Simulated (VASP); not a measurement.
# Co (Fm-3m) in VASP: notebook, part 2 of 2

VASP 6.6.1. The steps go on from the part before.

## (3) Single point, PBE, collinear spin, antiferromagnetic start

INCAR

```
SYSTEM = Co
ALGO = Normal
EDIFF = 1E-6
ENCUT = 520
GGA = PE
ISIF = 2
ISMEAR = -1
ISPIN = 2
LASPH = .TRUE.
LCHARG = .TRUE.
LELF = .TRUE.
LMAXMIX = 4
LORBIT = 11
LREAL = .FALSE.
LVHAR = .TRUE.
LWAVE = .FALSE.
MAGMOM = 3 -3
NBANDS = 20
NELM = 150
PREC = Accurate
SIGMA = 0.05
```

KPOINTS

```
k-points
0
G
  12 6 12
  0 0 0
```

POSCAR

```
Co
1.0
    0.0000000000      1.7917000000      1.7917000000
    3.5834000000      0.0000000000      3.5834000000
    1.7917000000      1.7917000000      0.0000000000
Co
2
Direct
    0.0000000000      0.0000000000      0.0000000000
    0.0000000000      0.5000000000      0.0000000000
```

Potentials or basis: VASP PAW PBE potentials, release 64 (Co).

The run is started by

```
$ cat potpaw_PBE.64/Co/POTCAR > POTCAR
$ mpirun -np 1 vasp_std > vasp.out
```

OUTCAR:

```text
SYSTEM = Co
   EDIFF = 1E-6
   ENCUT = 520
   GGA = PE
   ISIF = 2
   ISMEAR = -1
   ISPIN = 2
   LASPH = .TRUE.
   LORBIT = 11
   LREAL = .FALSE.
   NELM = 150
   PREC = Accurate

 ion  position               nearest neighbor table
   1  0.000  0.000  0.000-   2 2.53   2 2.53   2 2.53   2 2.53   2 2.53   2 2.53
   2  0.000  0.500  0.000-   1 2.53   1 2.53   1 2.53   1 2.53   1 2.53   1 2.53

  LATTYP: Found a trigonal (rhomboedric) cell.
 ALAT       =     4.3887507721
 COS(alpha) =     0.8333333333

  Lattice vectors:

 A1 = (   1.7917000000,  -3.5834000000,   1.7917000000)
 A2 = (   3.5834000000,  -1.7917000000,   1.7917000000)
 A3 = (   1.7917000000,  -1.7917000000,   3.5834000000)

Analysis of symmetry for initial positions (statically):
=====================================================================
 Subroutine PRICEL returns following result:

  LATTYP: Found a face centered cubic cell.
 ALAT       =     3.5834000000
[... 12 lines left out ...]
 Subroutine GETGRP returns: Found 12 space group operations
 (whereof 12 operations were pure point group operations)
 out of a pool of 12 trial point group operations.

The static configuration has the point symmetry D_3d.

Analysis of symmetry for dynamics (positions and initial velocities):
=====================================================================
 Subroutine PRICEL returns following result:

  LATTYP: Found a face centered cubic cell.
 ALAT       =     3.5834000000
[... 12 lines left out ...]
 Subroutine GETGRP returns: Found 12 space group operations
 (whereof 12 operations were pure point group operations)
 out of a pool of 12 trial point group operations.

The dynamic configuration has the point symmetry D_3d.

Analysis of structural, dynamic, and magnetic symmetry:
=====================================================================
 Subroutine PRICEL returns following result:

  LATTYP: Found a face centered cubic cell.
 ALAT       =     3.5834000000
[... 12 lines left out ...]
 Subroutine GETGRP returns: Found 12 space group operations
 (whereof 12 operations were pure point group operations)
 out of a pool of 12 trial point group operations.
[... 163 lines left out ...]
  free energy    TOTEN  =       -13.56775635 eV

  energy without entropy =      -13.53104122  energy(sigma->0) =      -13.54939878

 E-fermi :   9.3933     XC(G=0): -13.0753

 val. band max:        9.3877309821   @ k =  -0.4167   0.1667   0.1667
 cond. band min:       9.3975207338   @ k =  -0.1667   0.0000   0.0833
 fundamental gap:      0.0097897517
 Fermi energy:         9.3932912227

 spin component 1

 k-point     1 :       0.0000    0.0000    0.0000
  band No.  band energies     occupation
      1       0.8710      1.00000
      2       4.9750      1.00000
      3       7.1933      1.00000
      4       7.1933      1.00000
      5       7.6479      1.00000
      6       7.7066      1.00000
[... 541 lines left out ...]
     19      30.8339      0.00000
     20      32.1094      0.00000

 [... further k-points ...]

 spin component 2

 k-point     1 :       0.0000    0.0000    0.0000
  band No.  band energies     occupation
      1       0.8710      1.00000
      2       4.9750      1.00000
      3       7.1933      1.00000
      4       7.1933      1.00000
      5       7.6479      1.00000
      6       7.7066      1.00000
[... 541 lines left out ...]
     19      30.8339      0.00000
     20      32.1094      0.00000

 [... further k-points ...]

------------------------ aborting loop because EDIFF is reached ----------------------------------------

  FORCE on cell =-STRESS in cart. coord.  units (eV):
  Direction    XX          YY          ZZ          XY          YZ          ZX
  --------------------------------------------------------------------------------------
  -------------------------------------------------------------------------------------
  Total       -2.0741066     -2.0741066     -2.0741066     -0.2677220     -0.2677220      0.2677220
  in kB     -144.4394361   -144.4394361   -144.4394361    -18.6439888    -18.6439888     18.6439888
  external PRESSURE =    -144.4394361 kB  Pullay stress =       0.0000000 kB

 VOLUME and BASIS-vectors are now :
 -----------------------------------------------------------------------------
  energy-cutoff  :      520.00
  volume of cell :       23.01
      direct lattice vectors                 reciprocal lattice vectors
     0.000000000  1.791700000  1.791700000    -0.279064576  0.279064576  0.279064576
     3.583400000  0.000000000  3.583400000     0.139532288 -0.139532288  0.139532288
     1.791700000  1.791700000  0.000000000     0.279064576  0.279064576 -0.279064576

 POSITION                                       TOTAL-FORCE (eV/Angst)
 -----------------------------------------------------------------------------------
      0.00000      0.00000      0.00000         0.000000     -0.000000     -0.000000
      1.79170      0.00000      1.79170        -0.000000      0.000000      0.000000
 -----------------------------------------------------------------------------------
    total drift:                               -0.000000      0.000000     -0.000000

  FREE ENERGIE OF THE ION-ELECTRON SYSTEM (eV)
  ---------------------------------------------------
  free  energy   TOTEN  =       -13.5677563466 eV

  energy  without entropy=      -13.5310412190  energy(sigma->0) =      -13.54939878

 total charge

# of ion       s       p       d       tot
------------------------------------------
    1        0.464   0.474   7.225   8.163
    2        0.464   0.474   7.225   8.163
--------------------------------------------------
tot          0.928   0.948  14.450  16.325

 magnetization (x)

# of ion       s       p       d       tot
------------------------------------------
    1        0.000   0.009   1.219   1.228
    2       -0.000  -0.009  -1.219  -1.228
--------------------------------------------------
tot          0.000   0.000   0.000   0.000
```

OSZICAR:

```text
N       E                     dE             d eps       ncg     rms          rms(c)
DAV:   1     0.871065272379E+02    0.87107E+02   -0.76718E+03  8368   0.116E+03
DAV:   2    -0.109163835740E+02   -0.98023E+02   -0.88374E+02  8048   0.216E+02
DAV:   3    -0.156054027246E+02   -0.46890E+01   -0.45041E+01  8916   0.577E+01
DAV:   4    -0.156868670550E+02   -0.81464E-01   -0.81374E-01  9764   0.658E+00
DAV:   5    -0.156891010454E+02   -0.22340E-02   -0.22338E-02  9196   0.972E-01    0.154E+01
DAV:   6    -0.140426620167E+02    0.16464E+01   -0.87115E+00  8668   0.591E+01    0.755E+00
DAV:   7    -0.135883084296E+02    0.45435E+00   -0.15538E+00  8808   0.230E+01    0.336E+00
DAV:   8    -0.135758752105E+02    0.12433E-01   -0.31630E-02  9756   0.213E+00    0.112E+00
DAV:   9    -0.135689452196E+02    0.69300E-02   -0.83135E-03 13628   0.142E+00    0.419E-01
DAV:  10    -0.135677135924E+02    0.12316E-02   -0.28757E-03 12008   0.906E-01    0.191E-01
DAV:  11    -0.135677352525E+02   -0.21660E-04   -0.34905E-04 11880   0.284E-01    0.965E-02
DAV:  12    -0.135677492845E+02   -0.14032E-04   -0.44358E-05 10956   0.716E-02    0.329E-02
DAV:  13    -0.135677557555E+02   -0.64709E-05   -0.12609E-05  9432   0.612E-02    0.101E-02
DAV:  14    -0.135677563466E+02   -0.59110E-06   -0.19239E-06  5200   0.215E-02
   1 F= -.13567756E+02 E0= -.13549399E+02  d E =-.367151E-01  mag=    -0.0000
```

Run time: 95 s. Hardware: 1 thread of Intel Xeon Platinum 8488C (Sapphire Rapids), shared host; peak memory 0.2 GiB.

Results:

| Quantity | Value |
| --- | --- |
| Free energy | -13.5678 eV |
| Pressure | -14.4 GPa |
| Band gap on the k mesh | zero (filled and empty bands overlap) |
| Net moment | 0.00 μB per cell |
| Site moments | Co +1.23, -1.23 μB |
| Valence electrons inside the program's atomic spheres | Co 8.16 |

Stress tensor (GPa, compression positive):
```
-14.44  -1.86   1.86
 -1.86 -14.44  -1.86
  1.86  -1.86 -14.44
```

Levels at points of the mesh, in eV from the Fermi level:
Spin up:
```tsv
k point	band 5	band 6	band 7	band 8	band 9	band 10	band 11	band 12	band 13	band 14
(0.00, 0.00, 0.00)	-1.75	-1.69	-1.69	-0.51	-0.51	-0.15	0.47	0.47	6.24	21.14
(0.50, 0.00, 0.00)	-1.72	-0.42	-0.12	0.05	0.43	0.52	0.97	2.56	6.25	9.56
(0.00, 0.50, 0.00)	-2.09	-1.76	-1.23	-1.23	-0.89	-0.89	0.18	0.18	14.28	14.41
(0.50, 0.50, 0.00)	-2.23	-1.59	-1.38	-0.40	-0.24	0.97	2.45	3.06	8.51	8.84
```
Spin down:
| k point | band 6 | band 7 | band 8 | band 9 | band 10 | band 11 | band 12 | band 13 |
| --- | --- | --- | --- | --- | --- | --- | --- | --- |
| (0.00, 0.00, 0.00) | -1.69 | -1.69 | -0.51 | -0.51 | -0.15 | 0.47 | 0.47 | 6.24 |
| (0.50, 0.00, 0.00) | -0.42 | -0.12 | 0.05 | 0.43 | 0.52 | 0.97 | 2.56 | 6.25 |
| (0.00, 0.50, 0.00) | -1.76 | -1.23 | -1.23 | -0.89 | -0.89 | 0.18 | 0.18 | 14.28 |
| (0.50, 0.50, 0.00) | -1.59 | -1.38 | -0.40 | -0.24 | 0.97 | 2.45 | 3.06 | 8.51 |

Caveat: the cell stands under tension.

## (4) Single point, PBE, collinear spin, antiferromagnetic start

INCAR

```
ALGO     = Normal         # electronic algorithm
EDIFF    = 1E-7           # SCF threshold, eV
ENCUT    = 520            # plane-wave cutoff, eV
GGA      = PE             # functional
ISIF     = 2              # what is computed and relaxed
ISMEAR   = -1             # smearing method
ISPIN    = 2              # spin polarisation
LASPH    = True           # aspherical terms in the spheres
LCHARG   = False          # write CHGCAR
LMAXMIX  = 4              # l up to which the mixer works
LORBIT   = 11             # projections on sites
LREAL    = False          # projectors in reciprocal space
LWAVE    = False          # write WAVECAR
MAGMOM   = 3 -3           # initial moments
NBANDS   = 20             # bands
NELM     = 150            # most SCF steps
PREC     = Accurate       # precision mode
SIGMA    = 0.05           # smearing width, eV
```

KPOINTS

```
k-points
0
Gamma
  12 6 12
```

POSCAR is that of step 3.

The run is started by

```
$ cat potpaw_PBE.64/Co/POTCAR > POTCAR
$ mpirun -np 1 vasp_std > vasp.out
```

It took 97 s on 1 thread of Intel Xeon Platinum 8488C (Sapphire Rapids), shared host; peak memory 0.2 GiB.

It converged, with:

- Free energy: -13.5678 eV
- Pressure: -14.5 GPa
- Band gap on the k mesh: zero (filled and empty bands overlap)
- Net moment: 0.00 μB per cell
- Site moments: Co +1.23, -1.23 μB
- Valence electrons inside the program's atomic spheres: Co 8.16

Stress tensor (GPa, compression positive):
```
-14.47  -1.86   1.86
 -1.86 -14.47  -1.86
  1.86  -1.86 -14.47
```

Levels at points of the mesh, in eV from the Fermi level:
Spin up:
```tsv
k point	band 5	band 6	band 7	band 8	band 9	band 10	band 11	band 12	band 13	band 14
(0.00, 0.00, 0.00)	-1.75	-1.69	-1.69	-0.51	-0.51	-0.15	0.47	0.47	6.24	21.14
(0.50, 0.00, 0.00)	-1.72	-0.41	-0.12	0.05	0.43	0.52	0.97	2.56	6.25	9.56
(0.00, 0.50, 0.00)	-2.09	-1.76	-1.23	-1.23	-0.89	-0.89	0.18	0.18	14.28	14.41
(0.50, 0.50, 0.00)	-2.23	-1.59	-1.38	-0.40	-0.24	0.97	2.45	3.06	8.51	8.84
```
Spin down:
```tsv
k point	band 7	band 8	band 9	band 10	band 11	band 12
(0.00, 0.00, 0.00)	-1.69	-0.51	-0.51	-0.15	0.47	0.47
(0.50, 0.00, 0.00)	-0.12	0.05	0.43	0.52	0.97	2.56
(0.00, 0.50, 0.00)	-1.23	-1.23	-0.89	-0.89	0.18	0.18
(0.50, 0.50, 0.00)	-1.38	-0.40	-0.24	0.97	2.45	3.06
```

Caveat: the cell stands under tension.
